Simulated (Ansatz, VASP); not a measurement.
Two plane-wave programs on Cu

Contents of INCAR:

```
SYSTEM = Cu
  ALGO = Normal
  EDIFF = 1E-6
  ENCUT = 600
  GGA = PE
  GGA_COMPAT = .False.
  ISIF = 2
  ISMEAR = 0
  IVDW = 12
  LASPH = .True.
  LCHARG = .False.
  LREAL = .False.
  LWAVE = .False.
  NBANDS = 12
  NELM = 120
  PREC = Accurate
  SIGMA = 0.1
```

File KPOINTS:

```
k-points
0
Gamma
  20 20 20
  0 0 0
```

POSCAR

```
Cu
1.0
    0.0000000000      1.7453146446      1.7453146446
    1.7453146446      0.0000000000      1.7453146446
    1.7453146446      1.7453146446      0.0000000000
Cu
1
Direct
    0.0000000000      0.0000000000      0.0000000000
```

Input for Ansatz:

```yaml
crystal:
  lattice:
    - [0.0, 1.7453146446, 1.7453146446]
    - [1.7453146446, 0.0, 1.7453146446]
    - [1.7453146446, 1.7453146446, 0.0]
  atoms:
    - { symbol: Cu, position: [0.0, 0.0, 0.0] }
basis:
  ecutwfc: 420
kpoints:
  mp_grid: { grid: [20, 20, 20] }
hamiltonian:
  xc: pbe
  dispersion: d3bj
  pseudopotentials: { kind: paw }
scf:
  occupations: { method: gaussian, width: 0.1 }
output:
  forces: true
  stress: true
  eigenvalues: true
```

Alike in both runs: task single point; functional PBE; dispersion D3(BJ); k mesh 20 × 20 × 20; occupations gaussian, width 0.1 eV; no spin polarisation.

|  | VASP | Ansatz |
| --- | --- | --- |
| version | VASP 6.6.1 | Ansatz 0.2.0 |
| potentials or method | VASP PAW PBE potentials, release 64 (Cu), cutoff 600 eV | scalar-relativistic, plane waves, PAW |
| valence electrons in the cell | 11 | 19 |

Ansatz gave:

| Property | Result |
| --- | --- |
| gap on the k mesh at the Fermi level (eV) | none |
| pressure (GPa) | 12.0 |

Question: Which values does VASP return?

Answer: gap on the k mesh at the Fermi level (eV): none; pressure (GPa): 12.7.

A gap of «none» marks a metal or a gap that the smearing closes. VASP's potentials hold 11 valence electrons a cell and Ansatz's 19, so a difference there can come from the potentials and not from the codes.
